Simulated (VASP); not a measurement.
# InP (I-4m2) in VASP: settings compared

InP is run at these levels: HSE06, r2SCAN; tasks: single point.

Everything below comes from runs of VASP 6.6.1. Logs are shortened: lines on timing, memory, paths and dates and some standing lists are left out, and cuts for length are marked.

## (1) The cell of the first run

The structure is tetragonal, space group I-4m2 (No. 119). Conventional cell: a = 4.252 Å, b = 4.252 Å, c = 5.789 Å, α = 90.00°, β = 90.00°, γ = 90.00°. Within 3.4 Å of In (site symmetry -4m2) lie 4 P at 2.57 Å. P (site symmetry -4m2) has 4 In at 2.57 Å within 3.4 Å.

## (2) Single point, HSE06 (epitaxial xy strain +1.8%)

POSCAR reads:

```
InP
1.0
    0.0000000000      3.0066604367      2.8943470502
    3.0066604367      0.0000000000      2.8943470502
    3.0066604367      3.0066604367      0.0000000000
In P
1 1
Direct
    0.0000000000      0.0000000000      0.0000000000
    0.2500000000      0.2500000000      0.2500000000
```

INCAR.step1 reads:

```
PREC = Accurate
ENCUT = 520
EDIFF = 1E-5
ISMEAR = 0
SIGMA = 0.01
LREAL = F
LASPH = T
NELM = 100
ALGO = Normal
ISIF = 2
LWAVE = T
GGA = PE
NBANDS = 16
```

INCAR.step2 reads:

```
PREC = Accurate
ENCUT = 520
EDIFF = 1E-6
ISMEAR = 0
SIGMA = 0.01
LREAL = F
LASPH = T
NELM = 100
ALGO = Normal
ISIF = 2
LWAVE = F
LCHARG = T
GGA = PE
LHFCALC = T
HFSCREEN = 0.2079
PRECFOCK = Normal
LELF = T
LVHAR = T
ISTART = 1
NBANDS = 16
```

KPOINTS reads:

```
Automatic mesh
0
Gamma
  6 6 6
```

Potentials or basis: VASP PAW PBE potentials, release 64 (In_d, P).

On the command line:

```sh
$ cat potpaw_PBE.64/In_d/POTCAR potpaw_PBE.64/P/POTCAR > POTCAR
$ cp INCAR.step1 INCAR
$ mpirun -np 1 vasp_std > vasp.out
$ cp INCAR.step2 INCAR
$ mpirun -np 1 vasp_std > vasp.out
```

OUTCAR:

```text
PREC = Accurate
   ENCUT = 520
   EDIFF = 1E-6
   ISMEAR = 0
   LREAL = F
   LASPH = T
   NELM = 100
   ISIF = 2
   GGA = PE
   LHFCALC = T
   HFSCREEN = 0.2079
   PRECFOCK = Normal
   ISTART = 1

 ion  position               nearest neighbor table
   1  0.000  0.000  0.000-   2 2.57   2 2.57   2 2.57   2 2.57
   2  0.250  0.250  0.250-   1 2.57   1 2.57   1 2.57   1 2.57

  LATTYP: Found a body centered tetragonal cell.
 ALAT       =     4.2520599670
 C/A-ratio  =     1.3613858095

  Lattice vectors:

 A1 = (   0.0000000000,  -3.0066604367,  -2.8943470502)
 A2 = (   0.0000000000,   3.0066604367,  -2.8943470502)
 A3 = (   3.0066604367,   0.0000000000,   2.8943470502)

Analysis of symmetry for initial positions (statically):
=====================================================================
 Subroutine PRICEL returns:
 Original cell was already a primitive cell.

 Routine SETGRP: Setting up the symmetry group for a
 body centered tetragonal supercell.

 Subroutine GETGRP returns: Found  8 space group operations
 (whereof  8 operations were pure point group operations)
 out of a pool of 16 trial point group operations.

The static configuration has the point symmetry D_2d.

Analysis of symmetry for dynamics (positions and initial velocities):
=====================================================================
 Subroutine PRICEL returns:
 Original cell was already a primitive cell.

 Routine SETGRP: Setting up the symmetry group for a
 body centered tetragonal supercell.

 Subroutine GETGRP returns: Found  8 space group operations
 (whereof  8 operations were pure point group operations)
 out of a pool of 16 trial point group operations.

The dynamic configuration has the point symmetry D_2d.

 Subroutine INISYM returns: Found  8 space group operations
 (whereof  8 operations are pure point group operations),
 and found     1 'primitive' translations

----------------------------------------------------------------------------------------

                                     Primitive cell

  volume of cell :      52.3298

[... 84 lines left out ...]
   LSORBIT =      F    spin-orbit coupling
   LASPH  =      T    aspherical Exc in radial PAW
   ENCUT  =  520.0 eV  38.22 Ry    6.18 a.u.   7.76  7.76  7.91*2*pi/ulx,y,z
   NELM   =    100;   NELMIN=  2; NELMDL=  0     # of ELM steps
   EDIFF  = 0.1E-05   stopping-criterion for ELM
   LREAL  =      F    real-space projection
   EDIFFG = 0.1E-04   stopping-criterion for IOM
   NSW    =      0    number of steps for IOM
   IBRION =     -1    ionic relax: 0-MD 1-quasi-New 2-CG
   NFREE  =      0    steps in history (QN), initial steepest desc. (CG)
   ISIF   =      2    stress and relaxation
   ISYM   =      3    0-nonsym 1-usesym 2-fastsym
   POTIM  = 0.5000    time-step for ionic-motion
   TEBEG  =    0.0;   TEEND  =   0.0 temperature during run
   PSTRESS=    0.0 pullay stress
   NELECT =      18.0000    total number of electrons
   NUPDOWN=      -1.0000    fix difference up-down
   EMIN   =  10.00;   EMAX   =-10.00  energy-range for DOS
   EFERMI =   0.00;   METHOD = LEGACY
   ISMEAR =     0;   SIGMA  =   0.01  broadening in eV -4-tet -1-fermi 0-gaus
   EFERMI_NEDOS =   21; number of points for ismear=-14 and -15
   IALGO  =     38    algorithm
   IMIX   =      1    mixing-type and parameters
     AMIX     =   0.40;   BMIX     =  1.00
     AMIX_MAG =   1.60;   BMIX_MAG =  1.00
  volume/ion in A,a.u.               =      26.16       176.57
  Fermi-wavevector in a.u.,A,eV,Ry     =   1.147051  2.167611 17.901524  1.315725
  Thomas-Fermi vector in A             =   2.283732
   LORBIT       =      0    0 simple, 1 ext, 2 COOP (PROOUT), +10 PAW based schemes
   GGA     = PE    functional components
   LHFCALC =     T    Hartree Fock is set to
   PRECFOCK=normal    Normal, Fast or Accurate (Low or Medium for compatibility)
   ENCUT4O =  -1.0   cutoff for four orbital integrals eV
   NKREDX  =     1    reduce k-point grid by
   NKREDY  =     1    reduce k-point grid by
   NKREDZ  =     1    reduce k-point grid by
   AEXX    =    0.2500 exact exchange contribution
   HFSCREEN=    0.2079 screening length (either q_TF or 0.3 A-1)
   HFSCREENC=   0.2079 screening length for correlation (either q_TF or 0.3 A-1)
   ENCUTFOCK=  -1.0 apply spherical cutoff to Coloumb kernel
   IVDW    =     0    specifies the selected vdW correction
   LEPSILON=     F    determine dielectric tensor
   LRPA    =     F    only Hartree local field effects (RPA)
 non-spin polarized calculation
 Gauss-broadening in eV      SIGMA  =   0.01
  energy-cutoff  :      520.00
  volume of cell :       52.33
 maximum number of plane-waves:      1420
  NGX = 24; NGY = 24; NGZ = 24

 number of electron      18.0000005 magnetization

 Free energy of the ion-electron system (eV)
  ---------------------------------------------------
  ext. energy  EPLUGINS =         0.00000000
  ---------------------------------------------------
  free energy    TOTEN  =        -9.97474742 eV

  energy without entropy =       -9.97474742  energy(sigma->0) =       -9.97474742

 E-fermi :   4.5331     XC(G=0):  -7.5971

 val. band max:        4.4724548003   @ k =   0.0000   0.0000   0.0000
 cond. band min:       5.6091967344   @ k =   0.0000   0.0000   0.0000
 fundamental gap:      1.1367419340
 Fermi energy:         4.5330967884

 k-point     1 :       0.0000    0.0000    0.0000
  band No.  band energies     occupation
      1     -11.4740      2.00000
      2     -11.4740      2.00000
      3     -11.4579      2.00000
      4     -11.3311      2.00000
      5     -11.3225      2.00000
      6      -8.1063      2.00000
[... 433 lines left out ...]
      3     -11.3874      2.00000
      4     -11.3525      2.00000
      5     -11.3071      2.00000
      6      -5.9523      2.00000
[... 8 lines left out ...]
     15      16.2809      0.00000
     16      17.4660      0.00000

 [... further k-points ...]
[... 5 lines left out ...]
  --------------------------------------------------------------------------------------
  -------------------------------------------------------------------------------------
  Total       -0.6431626     -0.6431626     -0.0906996      0.0000000      0.0000000      0.0000000
  in kB      -19.6916451    -19.6916451     -2.7769401      0.0000000      0.0000000      0.0000000
  external PRESSURE =     -14.0534101 kB  Pullay stress =       0.0000000 kB

 VOLUME and BASIS-vectors are now :
 -----------------------------------------------------------------------------
  energy-cutoff  :      520.00
  volume of cell :       52.33
      direct lattice vectors                 reciprocal lattice vectors
     0.000000000  3.006660437  2.894347050    -0.166297462  0.166297462  0.172750535
     3.006660437  0.000000000  2.894347050     0.166297462 -0.166297462  0.172750535
     3.006660437  3.006660437  0.000000000     0.166297462  0.166297462 -0.172750535

 POSITION                                       TOTAL-FORCE (eV/Angst)
 -----------------------------------------------------------------------------------
      0.00000      0.00000      0.00000         0.000000      0.000000     -0.000000
      1.50333      1.50333      1.44717         0.000000      0.000000      0.000000
 -----------------------------------------------------------------------------------
    total drift:                                0.000001     -0.000000     -0.000002

  FREE ENERGIE OF THE ION-ELECTRON SYSTEM (eV)
  ---------------------------------------------------
  free  energy   TOTEN  =        -9.9747474153 eV

  energy  without entropy=       -9.9747474153  energy(sigma->0) =       -9.97474742
```

It took 60 min on 1 thread of Intel Xeon Platinum 8259CL at 2.50GHz (Skylake/Cascade Lake), shared host; peak memory 0.32 GiB.

Results:

| Quantity | Value |
| --- | --- |
| Free energy | -9.9747 eV |
| Pressure | -1.4 GPa |
| Band gap on the k mesh | 1.14 eV, direct |

Stress tensor (GPa, compression positive):
```
-1.97  0.00  0.00
 0.00 -1.97  0.00
 0.00  0.00 -0.28
```

Levels at points of the mesh, in eV from the valence-band top:
```
           k point  band 7  band 8  band 9  band 10  band 11  band 12
(0.00, 0.00, 0.00)   -0.17   -0.17    0.00     1.14     4.76     4.82
(0.50, 0.00, 0.00)   -6.14   -1.24   -0.99     2.01     5.39     5.69
(0.50, 0.50, 0.00)   -6.01   -2.66   -2.66     2.18     2.63    10.27
(0.50, 0.00, 0.50)   -6.26   -2.45   -2.42     2.38     2.99     9.90
```

Caveat: the cell differs from its parent crystal (epitaxial xy strain +1.8%); the PAW data sets were made with another functional, which shifts forces and pressure a little; spin-orbit coupling is left out, which moves the levels of the heavy elements.

## (3) Single point, r2SCAN (epitaxial xy strain +1.8%)

POSCAR is that of step 2.

INCAR.step1 reads:

```
  PREC = Accurate
  ENCUT = 520
  ISMEAR = 0
  SIGMA = 0.01
  LREAL = F
  LASPH = T
  NELM = 100
  NBANDS = 16
  GGA = PE
  ALGO = Normal
  EDIFF = 1E-4
  LWAVE = T
  LCHARG = F
```

INCAR.step2 reads:

```
  PREC = Accurate
  ENCUT = 520
  EDIFF = 1E-7
  ISMEAR = 0
  SIGMA = 0.01
  LREAL = F
  LASPH = T
  NELM = 100
  ALGO = Normal
  ISIF = 2
  LWAVE = F
  LCHARG = F
  METAGGA = R2SCAN
  LMIXTAU = T
  NBANDS = 16
  ISTART = 1
```

KPOINTS reads:

```
regular mesh
0
Gamma
  8 8 8
```

Potentials or basis: VASP PAW PBE potentials, release 64 (In_d, P).

On the command line:

```sh
$ cat potpaw_PBE.64/In_d/POTCAR potpaw_PBE.64/P/POTCAR > POTCAR
$ cp INCAR.step1 INCAR
$ mpirun -np 1 vasp_std > vasp.out
$ cp INCAR.step2 INCAR
$ mpirun -np 1 vasp_std > vasp.out
```

OUTCAR:

```text
PREC = Accurate
   ENCUT = 520
   EDIFF = 1E-7
   ISMEAR = 0
   LREAL = F
   LASPH = T
   NELM = 100
   ISIF = 2
   METAGGA = R2SCAN
   ISTART = 1

 ion  position               nearest neighbor table
   1  0.000  0.000  0.000-   2 2.57   2 2.57   2 2.57   2 2.57
   2  0.250  0.250  0.250-   1 2.57   1 2.57   1 2.57   1 2.57

  LATTYP: Found a body centered tetragonal cell.
 ALAT       =     4.2520599670
 C/A-ratio  =     1.3613858095

  Lattice vectors:

 A1 = (   0.0000000000,  -3.0066604367,  -2.8943470502)
 A2 = (   0.0000000000,   3.0066604367,  -2.8943470502)
 A3 = (   3.0066604367,   0.0000000000,   2.8943470502)

Analysis of symmetry for initial positions (statically):
=====================================================================
 Subroutine PRICEL returns:
 Original cell was already a primitive cell.

 Routine SETGRP: Setting up the symmetry group for a
 body centered tetragonal supercell.

 Subroutine GETGRP returns: Found  8 space group operations
 (whereof  8 operations were pure point group operations)
 out of a pool of 16 trial point group operations.

The static configuration has the point symmetry D_2d.

Analysis of symmetry for dynamics (positions and initial velocities):
=====================================================================
 Subroutine PRICEL returns:
 Original cell was already a primitive cell.

 Routine SETGRP: Setting up the symmetry group for a
 body centered tetragonal supercell.

 Subroutine GETGRP returns: Found  8 space group operations
 (whereof  8 operations were pure point group operations)
 out of a pool of 16 trial point group operations.

The dynamic configuration has the point symmetry D_2d.

 Subroutine INISYM returns: Found  8 space group operations
 (whereof  8 operations are pure point group operations),
[... 105 lines left out ...]
   TEBEG  =    0.0;   TEEND  =   0.0 temperature during run
   PSTRESS=    0.0 pullay stress
   NELECT =      18.0000    total number of electrons
   NUPDOWN=      -1.0000    fix difference up-down
   EMIN   =  10.00;   EMAX   =-10.00  energy-range for DOS
   EFERMI =   0.00;   METHOD = LEGACY
   ISMEAR =     0;   SIGMA  =   0.01  broadening in eV -4-tet -1-fermi 0-gaus
   EFERMI_NEDOS =   21; number of points for ismear=-14 and -15
   IALGO  =     38    algorithm
   IMIX   =      4    mixing-type and parameters
     AMIX     =   0.40;   BMIX     =  1.00
     AMIX_MAG =   1.60;   BMIX_MAG =  1.00
  volume/ion in A,a.u.               =      26.16       176.57
  Fermi-wavevector in a.u.,A,eV,Ry     =   1.147051  2.167611 17.901524  1.315725
  Thomas-Fermi vector in A             =   2.283732
   LORBIT       =      0    0 simple, 1 ext, 2 COOP (PROOUT), +10 PAW based schemes
   METAGGA = R2SCAN    functional components
   LHFCALC =     F    Hartree Fock is set to
   AEXX    =    0.0000 exact exchange contribution
   IVDW    =     0    specifies the selected vdW correction
   LEPSILON=     F    determine dielectric tensor
   LRPA    =     F    only Hartree local field effects (RPA)
 non-spin polarized calculation
 Gauss-broadening in eV      SIGMA  =   0.01
  energy-cutoff  :      520.00
  volume of cell :       52.33
 maximum number of plane-waves:      1422
   NGX = 15   NGY = 15   NGZ = 15

 number of electron      18.0000005 magnetization

 Free energy of the ion-electron system (eV)
  ---------------------------------------------------
  ext. energy  EPLUGINS =         0.00000000
  ---------------------------------------------------
  free energy    TOTEN  =       -32.28767925 eV

  energy without entropy =      -32.28767925  energy(sigma->0) =      -32.28767925

 E-fermi :   4.7493     XC(G=0):  -9.7012

 val. band max:        4.7070956522   @ k =   0.0000   0.0000   0.0000
 cond. band min:       5.5268562670   @ k =   0.0000   0.0000   0.0000
 fundamental gap:      0.8197606148
 Fermi energy:         4.7492628078

 k-point     1 :       0.0000    0.0000    0.0000
  band No.  band energies     occupation
      1      -9.9994      2.00000
      2      -9.9994      2.00000
      3      -9.9838      2.00000
      4      -9.8402      2.00000
      5      -9.8327      2.00000
      6      -7.1359      2.00000
[... 433 lines left out ...]
      3      -9.9472      2.00000
      4      -9.8409      2.00000
      5      -9.8236      2.00000
      6      -5.9150      2.00000
[... 8 lines left out ...]
     15      14.8740      0.00000
     16      15.2683      0.00000

 [... further k-points ...]
[... 5 lines left out ...]
  --------------------------------------------------------------------------------------
  -------------------------------------------------------------------------------------
  Total       -0.5519962     -0.5519962     -0.0288917      0.0000000      0.0000000     -0.0000000
  in kB      -16.9004135    -16.9004135     -0.8845744      0.0000000      0.0000000     -0.0000000
  external PRESSURE =     -11.5618005 kB  Pullay stress =       0.0000000 kB

 VOLUME and BASIS-vectors are now :
 -----------------------------------------------------------------------------
  energy-cutoff  :      520.00
  volume of cell :       52.33
      direct lattice vectors                 reciprocal lattice vectors
     0.000000000  3.006660437  2.894347050    -0.166297462  0.166297462  0.172750535
     3.006660437  0.000000000  2.894347050     0.166297462 -0.166297462  0.172750535
     3.006660437  3.006660437  0.000000000     0.166297462  0.166297462 -0.172750535

 POSITION                                       TOTAL-FORCE (eV/Angst)
 -----------------------------------------------------------------------------------
      0.00000      0.00000      0.00000        -0.000000     -0.000000      0.000000
      1.50333      1.50333      1.44717         0.000000      0.000000     -0.000000
 -----------------------------------------------------------------------------------
    total drift:                                0.000002      0.000002     -0.000012

  FREE ENERGIE OF THE ION-ELECTRON SYSTEM (eV)
  ---------------------------------------------------
  free  energy   TOTEN  =       -32.2876792472 eV

  energy  without entropy=      -32.2876792472  energy(sigma->0) =      -32.28767925
```

It took 1.7 min on 1 thread of Intel Xeon Platinum 8259CL at 2.50GHz (Skylake/Cascade Lake), shared host; peak memory 0.21 GiB.

What came out:

```
Free energy            : -32.2877 eV
Pressure               : -1.2 GPa
Band gap on the k mesh : 0.82 eV, direct
```

Stress tensor (GPa, compression positive):
```
-1.69  0.00  0.00
 0.00 -1.69  0.00
 0.00  0.00 -0.09
```

Levels at points of the mesh, in eV from the valence-band top:
```csv
k point,band 6,band 7,band 8,band 9,band 10,band 11,band 12,band 13
"(0.00, 0.00, 0.00)",-11.84,-0.17,-0.17,0.00,0.82,4.29,4.36,4.36
"(0.50, 0.00, 0.00)",-10.17,-5.78,-1.18,-0.94,1.63,4.91,5.20,7.36
"(0.50, 0.50, 0.00)",-9.45,-5.66,-2.53,-2.53,1.82,2.19,9.75,9.90
"(0.50, 0.00, 0.50)",-9.58,-5.89,-2.33,-2.30,2.03,2.55,9.37,9.76
```

Caveat: the cell differs from its parent crystal (epitaxial xy strain +1.8%); the PAW data sets were made with another functional, which shifts forces and pressure a little; spin-orbit coupling is left out, which moves the levels of the heavy elements.
